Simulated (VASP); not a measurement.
# Be3Mo2 (I4/mmm) in VASP: a series of runs

The runs below take Be3Mo2 through single point, with PBE.

All numbers are computed with VASP 6.6.1; they aren't measurements. Logs are shortened: lines on timing, memory, paths and dates and some standing lists are left out, and cuts for length are marked.

### Step 1. The cell of the first run

Symmetry: I4/mmm, No. 139, tetragonal system. Conventional cell: a = 2.788 Å, b = 2.788 Å, c = 13.940 Å, α = 90.00°, β = 90.00°, γ = 90.00°. Be (site symmetry 4mm) has 5 Mo at 2.41 to 2.79 Å and 9 Be at 2.41 to 2.79 Å within 3.2 Å. Within 3.2 Å of Be (site symmetry 4/mmm) lie 12 Be at 2.41 to 2.79 Å and 2 Mo at 2.79 Å. Mo (site symmetry 4mm) has 6 Be at 2.41 to 2.79 Å and 8 Mo at 2.41 to 2.79 Å within 3.2 Å.

### Step 2. Single point, PBE

The input, INCAR:

```
SYSTEM = Be3Mo2
  PREC = Accurate
  ENCUT = 520
  EDIFF = 1E-7
  ISMEAR = 0
  SIGMA = 0.1
  LREAL = .FALSE.
  LASPH = .TRUE.
  NELM = 60
  ALGO = Normal
  ISIF = 2
  LWAVE = .FALSE.
  LCHARG = .FALSE.
  GGA = PE
  NBANDS = 25
```

The input, KPOINTS:

```
regular mesh
0
G
  8 8 8
  0 0 0
```

The input, POSCAR:

```
Be3Mo2
1.0
   -1.3940387400      1.3940387400      6.9701937100
    1.3940387400     -1.3940387400      6.9701937100
    1.3940387400      1.3940387400     -6.9701937100
Be Mo
3 2
Direct
    0.1000000000      0.1000000000      0.0000000000
    0.5000000000      0.5000000000      0.0000000000
    0.9000000000      0.9000000000      0.0000000000
    0.3000000000      0.3000000000      0.0000000000
    0.7000000000      0.7000000000      0.0000000000
```

Potentials or basis: VASP PAW PBE potentials, release 64 (Be, Mo_sv).

The run is started by

```
$ cat potpaw_PBE.64/Be/POTCAR potpaw_PBE.64/Mo_sv/POTCAR > POTCAR
$ mpirun -np 1 vasp_std > vasp.out
```

OUTCAR:

```text
SYSTEM = Be3Mo2
   PREC = Accurate
   ENCUT = 520
   EDIFF = 1E-7
   ISMEAR = 0
   LREAL = .FALSE.
   LASPH = .TRUE.
   NELM = 60
   ISIF = 2
   GGA = PE

 ion  position               nearest neighbor table
   1  0.100  0.100  0.000-   5 2.41   5 2.41   5 2.41   5 2.41   4 2.79
   2  0.500  0.500  0.000-   4 2.79   5 2.79
   3  0.900  0.900  0.000-   4 2.41   4 2.41   4 2.41   4 2.41   5 2.79
   4  0.300  0.300  0.000-   5 2.41   5 2.41   5 2.41   5 2.41   3 2.41   3 2.41   3 2.41   3 2.41
                             1 2.79   2 2.79
   5  0.700  0.700  0.000-   4 2.41   4 2.41   4 2.41   4 2.41   1 2.41   1 2.41   1 2.41   1 2.41
                             3 2.79   2 2.79

  LATTYP: Found a body centered tetragonal cell.
 ALAT       =     2.7880774800
 C/A-ratio  =     5.0000000072

  Lattice vectors:

 A1 = (  -1.3940387400,   1.3940387400,   6.9701937100)
 A2 = (   1.3940387400,  -1.3940387400,   6.9701937100)
 A3 = (   1.3940387400,   1.3940387400,  -6.9701937100)

Analysis of symmetry for initial positions (statically):
=====================================================================
 Subroutine PRICEL returns:
 Original cell was already a primitive cell.

 Routine SETGRP: Setting up the symmetry group for a
 body centered tetragonal supercell.

 Subroutine GETGRP returns: Found 16 space group operations
 (whereof 16 operations were pure point group operations)
 out of a pool of 16 trial point group operations.

The static configuration has the point symmetry D_4h.

Analysis of symmetry for dynamics (positions and initial velocities):
=====================================================================
 Subroutine PRICEL returns:
 Original cell was already a primitive cell.

 Routine SETGRP: Setting up the symmetry group for a
 body centered tetragonal supercell.

 Subroutine GETGRP returns: Found 16 space group operations
 (whereof 16 operations were pure point group operations)
 out of a pool of 16 trial point group operations.

The dynamic configuration has the point symmetry D_4h.

 Subroutine INISYM returns: Found 16 space group operations
 (whereof 16 operations are pure point group operations),
 and found     1 'primitive' translations

----------------------------------------------------------------------------------------

                                     Primitive cell

  volume of cell :      54.1819

  direct lattice vectors                    reciprocal lattice vectors
    -1.394038740  1.394038740  6.970193710     0.000000000  0.358670090  0.071734018
     1.394038740 -1.394038740  6.970193710     0.358670090  0.000000000  0.071734018
     1.394038740  1.394038740 -6.970193710     0.358670090  0.358670090  0.000000000

  length of vectors
     7.243637786  7.243637786  7.243637786     0.365773157  0.365773157  0.507236105

  position of ions in fractional coordinates (direct lattice)
     0.100000000  0.100000000  0.000000000
     0.500000000  0.500000000  0.000000000
     0.900000000  0.900000000  0.000000000
     0.300000000  0.300000000  0.000000000
     0.700000000  0.700000000  0.000000000

  ion indices of the primitive-cell ions
   primitive index   ion index
                 1           1
                 2           2
                 3           3
                 4           4
                 5           5

----------------------------------------------------------------------------------------

 KPOINTS: regular mesh

Automatic generation of k-mesh.
 Grid dimensions read from file:
 generate k-points for:    8    8    8

 Generating k-lattice:

  Cartesian coordinates                     Fractional coordinates (reciprocal lattice)
     0.000000000  0.044833761  0.008966752     0.125000000  0.000000000 -0.000000000
     0.044833761  0.000000000  0.008966752     0.000000000  0.125000000 -0.000000000
     0.044833761  0.044833761  0.000000000     0.000000000  0.000000000  0.125000000

  Length of vectors
     0.045721645  0.045721645  0.063404513

  Shift w.r.t. Gamma in fractional coordinates (k-lattice)
     0.000000000  0.000000000  0.000000000

 Subroutine IBZKPT returns following result:
 ===========================================

 Found     59 irreducible k-points:

 Following reciprocal coordinates:
            Coordinates               Weight
  0.000000  0.000000  0.000000      1.000000
  0.125000 -0.000000  0.000000      8.000000
  0.250000 -0.000000  0.000000      8.000000
  0.375000  0.000000 -0.000000      8.000000
  0.500000 -0.000000  0.000000      4.000000
  0.125000  0.125000  0.000000      8.000000
[... 16 lines left out ...]
  0.250000  0.125000  0.125000     16.000000
  0.375000  0.125000  0.125000      8.000000
 [... further k-points ...]
   k-points           NKPTS =     59   k-points in BZ     NKDIM =     59   number of bands    NBANDS=     25
   number of dos      NEDOS =    301   number of ions     NIONS =      5
   total plane-waves  NPLWV = 157464
   dimension x,y,z NGX =    54 NGY =   54 NGZ =   54
   dimension x,y,z NGXF=   108 NGYF=  108 NGZF=  108
   ions per type =               3   2
   NGX,Y,Z   is equivalent  to a cutoff of  12.39, 12.39, 12.39 a.u.
   NGXF,Y,Z  is equivalent  to a cutoff of  24.79, 24.79, 24.79 a.u.
 SYSTEM =  Be3Mo2
   PREC   = accura    normal or accurate (medium, high low for compatibility)
   ISTART =      0    job   : 0-new  1-cont  2-samecut
   ICHARG =      2    charge: 1-file 2-atom 10-const
   ISPIN  =      1    spin polarized calculation?
   LNONCOLLINEAR =      F non collinear calculations
   LSORBIT =      F    spin-orbit coupling
   LASPH  =      T    aspherical Exc in radial PAW
   ENCUT  =  520.0 eV  38.22 Ry    6.18 a.u.  13.47 13.47 13.47*2*pi/ulx,y,z
   NELM   =     60;   NELMIN=  2; NELMDL= -5     # of ELM steps
   EDIFF  = 0.1E-06   stopping-criterion for ELM
   LREAL  =      F    real-space projection
   EDIFFG = 0.1E-05   stopping-criterion for IOM
   NSW    =      0    number of steps for IOM
   IBRION =     -1    ionic relax: 0-MD 1-quasi-New 2-CG
   NFREE  =      0    steps in history (QN), initial steepest desc. (CG)
   ISIF   =      2    stress and relaxation
   ISYM   =      2    0-nonsym 1-usesym 2-fastsym
   POTIM  = 0.5000    time-step for ionic-motion
   TEBEG  =    0.0;   TEEND  =   0.0 temperature during run
   PSTRESS=    0.0 pullay stress
   NELECT =      34.0000    total number of electrons
   NUPDOWN=      -1.0000    fix difference up-down
   EMIN   =  10.00;   EMAX   =-10.00  energy-range for DOS
   EFERMI =   0.00;   METHOD = LEGACY
   ISMEAR =     0;   SIGMA  =   0.10  broadening in eV -4-tet -1-fermi 0-gaus
   EFERMI_NEDOS =   21; number of points for ismear=-14 and -15
   IALGO  =     38    algorithm
   IMIX   =      4    mixing-type and parameters
     AMIX     =   0.40;   BMIX     =  1.00
     AMIX_MAG =   1.60;   BMIX_MAG =  1.00
  volume/ion in A,a.u.               =      10.84        73.13
  Fermi-wavevector in a.u.,A,eV,Ry     =   1.401575  2.648592 26.727449  1.964412
  Thomas-Fermi vector in A             =   2.524423
   LORBIT       =      0    0 simple, 1 ext, 2 COOP (PROOUT), +10 PAW based schemes
   GGA     = PE    functional components
   LHFCALC =     F    Hartree Fock is set to
   AEXX    =    0.0000 exact exchange contribution
   IVDW    =     0    specifies the selected vdW correction
   LEPSILON=     F    determine dielectric tensor
   LRPA    =     F    only Hartree local field effects (RPA)
 non-spin polarized calculation
 Gauss-broadening in eV      SIGMA  =   0.10
  energy-cutoff  :      520.00
  volume of cell :       54.18
 maximum number of plane-waves:      1482
 NGX is ok and might be reduce to    54
   NGX = 27   NGY = 27   NGZ = 27

 number of electron      34.0000000 magnetization

 Free energy of the ion-electron system (eV)
  ---------------------------------------------------
  ext. energy  EPLUGINS =         0.00000000
  ---------------------------------------------------
  free energy    TOTEN  =       -30.35454809 eV

  energy without entropy =      -30.34509002  energy(sigma->0) =      -30.34981906

 E-fermi :   9.8234     XC(G=0): -12.1112

 val. band max:        9.8115192158   @ k =   0.3750   0.0000  -0.0000
 cond. band min:       9.8481922710   @ k =   0.5000   0.2500   0.0000
 fundamental gap:      0.0366730552
 Fermi energy:         9.8233806781

 k-point     1 :       0.0000    0.0000    0.0000
  band No.  band energies     occupation
      1     -50.5450      2.00000
      2     -49.6735      2.00000
      3     -25.0504      2.00000
      4     -24.5753      2.00000
      5     -24.5753      2.00000
      6     -23.8076      2.00000
[... 17 lines left out ...]
     24      16.3885      0.00000
     25      16.8848      0.00000

 k-point     2 :       0.1250   -0.0000    0.0000
  band No.  band energies     occupation
      1     -50.4994      2.00000
      2     -49.6923      2.00000
      3     -25.0741      2.00000
      4     -24.8133      2.00000
      5     -24.5154      2.00000
      6     -23.6745      2.00000
[... 17 lines left out ...]
     24      16.5449      0.00000
     25      16.7543      0.00000

 k-point     3 :       0.2500   -0.0000    0.0000
  band No.  band energies     occupation
      1     -50.3740      2.00000
      2     -49.7527      2.00000
      3     -25.2132      2.00000
      4     -25.1831      2.00000
      5     -24.3479      2.00000
      6     -23.5224      2.00000
[... 552 lines left out ...]
 k-point    23 :       0.2500    0.1250    0.1250
  band No.  band energies     occupation
      1     -50.1013      2.00000
      2     -49.8600      2.00000
      3     -25.4093      2.00000
      4     -25.4031      2.00000
      5     -24.5980      2.00000
      6     -24.0632      2.00000
[... 17 lines left out ...]
     24      15.5640      0.00000
     25      17.2443      0.00000

 k-point    24 :       0.3750    0.1250    0.1250
  band No.  band energies     occupation
      1     -49.9663      2.00000
      2     -49.9663      2.00000
      3     -25.5066      2.00000
      4     -25.5066      2.00000
      5     -24.3037      2.00000
      6     -24.3037      2.00000
[... 17 lines left out ...]
     24      15.6002      0.00000
     25      16.7518      0.00000

 [... further k-points ...]

------------------------ aborting loop because EDIFF is reached ----------------------------------------

  FORCE on cell =-STRESS in cart. coord.  units (eV):
  Direction    XX          YY          ZZ          XY          YZ          ZX
  --------------------------------------------------------------------------------------
  -------------------------------------------------------------------------------------
  Total       15.9243446     15.9243446      6.7622476      0.0000000      0.0000000      0.0000000
  in kB      470.8880026    470.8880026    199.9618417      0.0000000      0.0000000      0.0000000
  external PRESSURE =     380.5792823 kB  Pullay stress =       0.0000000 kB

 VOLUME and BASIS-vectors are now :
 -----------------------------------------------------------------------------
  energy-cutoff  :      520.00
  volume of cell :       54.18
      direct lattice vectors                 reciprocal lattice vectors
    -1.394038740  1.394038740  6.970193710     0.000000000  0.358670090  0.071734018
     1.394038740 -1.394038740  6.970193710     0.358670090  0.000000000  0.071734018
     1.394038740  1.394038740 -6.970193710     0.358670090  0.358670090  0.000000000

 POSITION                                       TOTAL-FORCE (eV/Angst)
 -----------------------------------------------------------------------------------
      0.00000      0.00000      1.39404        -0.000000     -0.000000     -1.124084
      0.00000      0.00000      6.97019        -0.000000     -0.000000     -0.000000
      0.00000      0.00000     12.54635         0.000000      0.000000      1.124084
      0.00000      0.00000      4.18212        -0.000000     -0.000000      4.014101
      0.00000      0.00000      9.75827         0.000000      0.000000     -4.014101
 -----------------------------------------------------------------------------------
    total drift:                                0.000000     -0.000000     -0.000000

  FREE ENERGIE OF THE ION-ELECTRON SYSTEM (eV)
  ---------------------------------------------------
  free  energy   TOTEN  =       -30.3545480928 eV

  energy  without entropy=      -30.3450900236  energy(sigma->0) =      -30.34981906
```

It took 6 min on 1 thread of Oxide Virtual Turin-like, shared host; peak memory 0.37 GiB.

Results:

| Property | Result |
| --- | --- |
| Free energy | -30.3545 eV |
| Pressure | 38.1 GPa |
| Largest force | 4.014 eV/Å |
| Band gap on the k mesh | zero (bands 17 and 18 overlap by 1.80 eV) |

Forces on the atoms (eV/Å):
```
Be   0.000  0.000 -1.124
Be   0.000  0.000  0.000
Be   0.000  0.000  1.124
Mo   0.000  0.000  4.014
Mo   0.000  0.000 -4.014
```

Caveat: the stress differs along the axes, from 20 to 47 GPa; forces of over 1 eV/Å act on the atoms, so gaps and moduli don't describe the material at rest.

### Step 3. Single point, PBE

This run uses another cell than the first one, of 12.33 Å³/atom.

The input, INCAR:

```
SYSTEM = Be3Mo2
PREC     = Accurate       ! precision mode
ENCUT    = 520            ! plane-wave cutoff, eV
EDIFF    = 1E-6           ! SCF threshold, eV
ISMEAR   = 0              ! smearing method
SIGMA    = 0.1            ! smearing width, eV
LREAL    = .FALSE.        ! projectors in reciprocal space
LASPH    = .TRUE.         ! aspherical terms in the spheres
NELM     = 80             ! most SCF steps
ALGO     = Fast           ! electronic algorithm
ISIF     = 2              ! what is computed and relaxed
LWAVE    = .FALSE.        ! write WAVECAR
LCHARG   = .TRUE.         ! write CHGCAR
GGA      = PE             ! functional
LELF     = .TRUE.         ! ELF
LVHAR    = .TRUE.       
NBANDS   = 25             ! bands
```

KPOINTS is that of step 2.

The input, POSCAR:

```
Be3Mo2
1.0
   -1.5395055589      1.5395055589      6.5044261313
    1.5395055589     -1.5395055589      6.5044261313
    1.5395055589      1.5395055589     -6.5044261313
Be Mo
3 2
Direct
    0.0975802032      0.0975802032      0.0000000000
    0.5000000000      0.5000000000      0.0000000000
    0.9024197968      0.9024197968      0.0000000000
    0.3041924333      0.3041924333      0.0000000000
    0.6958075667      0.6958075667      0.0000000000
```

Potentials or basis: VASP PAW PBE potentials, release 64 (Be, Mo_sv).

The run is started by

```
$ cat potpaw_PBE.64/Be/POTCAR potpaw_PBE.64/Mo_sv/POTCAR > POTCAR
$ mpirun -np 1 vasp_std > vasp.out
```

It took 12 min on 1 thread of Oxide Virtual Turin-like, shared host; peak memory 0.38 GiB.

The run converged. Its results:

| Property | Result |
| --- | --- |
| Free energy | -31.9886 eV |
| Pressure | 0.5 GPa |
| Largest force | 0.064 eV/Å |
| Band gap on the k mesh | zero (bands 17 and 18 overlap by 0.58 eV) |

Forces on the atoms (eV/Å):
```
Be   0.000  0.000 -0.011
Be   0.000  0.000  0.000
Be   0.000  0.000  0.011
Mo   0.000  0.000  0.064
Mo   0.000  0.000 -0.064
```

Stress tensor (GPa, compression positive):
```
0.56 0.00 0.00
0.00 0.56 0.00
0.00 0.00 0.36
```

Levels at points of the mesh, in eV from the Fermi level:
```
           k point  band 14  band 15  band 16  band 17  band 18  band 19  band 20  band 21
(0.00, 0.00, 0.00)    -0.21    -0.21     0.16     0.27     0.83     0.83     2.25     3.89
(0.50, 0.00, 0.00)    -1.77    -1.65    -1.64     0.04     0.80     1.52     3.13     3.23
(0.50, 0.50, 0.00)    -1.62    -0.69    -0.35     0.32     0.63     1.09     2.48     3.50
(0.50, 0.50, 0.50)    -0.37    -0.37     0.16     0.31     1.35     1.35     2.50     3.82
```

### Step 4. Single point, PBE, collinear spin

This run uses another cell than the first one, of 12.33 Å³/atom.

The input, INCAR:

```
SYSTEM = Be3Mo2
  PREC = Accurate
  ENCUT = 520
  EDIFF = 1E-6
  ISMEAR = 0
  SIGMA = 0.1
  LREAL = .FALSE.
  LASPH = .TRUE.
  NELM = 150
  ALGO = Fast
  ISIF = 2
  LWAVE = .FALSE.
  LCHARG = .TRUE.
  ISPIN = 2
  MAGMOM = 0 0 0 1 1
  LORBIT = 11
  LMAXMIX = 4
  GGA = PE
  LELF = .TRUE.
  LVHAR = .TRUE.
  NBANDS = 29
```

KPOINTS is that of step 3.

POSCAR is that of step 3.

The run is started by

```
$ cat potpaw_PBE.64/Be/POTCAR potpaw_PBE.64/Mo_sv/POTCAR > POTCAR
$ mpirun -np 1 vasp_std > vasp.out
```

Wall time 25 min (1 thread of Oxide Virtual Turin-like, shared host); peak memory 0.56 GiB.

The run converged. Its results:

| Quantity | Value |
| --- | --- |
| Free energy | -31.9886 eV |
| Pressure | 0.5 GPa |
| Largest force | 0.063 eV/Å |
| Band gap on the k mesh | zero (filled and empty bands overlap) |
| Net moment | 0.00 μB per cell |
| Valence electrons inside the program's atomic spheres | Be 0.99, 0.90 (each value once); Mo 12.65 |

Forces in eV/Å, atoms in the order of the input:
```
Be   0.000  0.000 -0.011
Be   0.000  0.000  0.000
Be   0.000  0.000  0.011
Mo   0.000  0.000  0.063
Mo   0.000  0.000 -0.063
```

Stress tensor (GPa, compression positive):
```
0.54 0.00 0.00
0.00 0.54 0.00
0.00 0.00 0.33
```

Levels at points of the mesh, in eV from the Fermi level:
Spin up:
```
           k point  band 14  band 15  band 16  band 17  band 18  band 19  band 20  band 21
(0.00, 0.00, 0.00)    -0.21    -0.21     0.16     0.27     0.83     0.83     2.25     3.89
(0.50, 0.00, 0.00)    -1.77    -1.65    -1.64     0.04     0.80     1.52     3.13     3.23
(0.50, 0.50, 0.00)    -1.62    -0.69    -0.35     0.32     0.63     1.09     2.48     3.50
(0.50, 0.50, 0.50)    -0.37    -0.37     0.16     0.31     1.35     1.35     2.50     3.82
```
Spin down:
```csv
k point,band 15,band 16,band 17,band 18,band 19,band 20
"(0.00, 0.00, 0.00)",-0.21,0.16,0.27,0.83,0.83,2.25
"(0.50, 0.00, 0.00)",-1.65,-1.64,0.04,0.80,1.52,3.13
"(0.50, 0.50, 0.00)",-0.69,-0.35,0.32,0.63,1.09,2.48
"(0.50, 0.50, 0.50)",-0.37,0.16,0.31,1.35,1.35,2.50
```

### Step 5. Overview

| spin | cell | gap on the mesh (eV) | pressure (GPa) | largest force (eV/Å) |
| --- | --- | --- | --- | --- |
| off | a = 7.244 Å, angles 157.8, 157.8, 31.6°, 5 atoms, atomic positions A | none | 38.1 | 4.01 |
| off | a = 6.859 Å, angles 154.1, 154.1, 37.0°, 5 atoms, atomic positions B | none | 0.5 | 0.06 |
| collinear | a = 6.859 Å, angles 154.1, 154.1, 37.0°, 5 atoms, atomic positions B | none | 0.5 | 0.06 |

Alike in all rows: task single point; level PBE; potentials or basis VASP PAW PBE potentials, release 64 (Be, Mo_sv); k mesh 8 × 8 × 8; cutoff (eV) 520; smearing gaussian 0.1 eV.

Caveats: the stress differs along the axes, from 20 to 47 GPa (at least some runs); forces of over 1 eV/Å act on the atoms, so gaps and moduli don't describe the material at rest (at least some runs).

Absolute energies hang on the potentials; compare differences alone.

The gap in the log of VASP goes by the Fermi energy; the results here count the filled bands.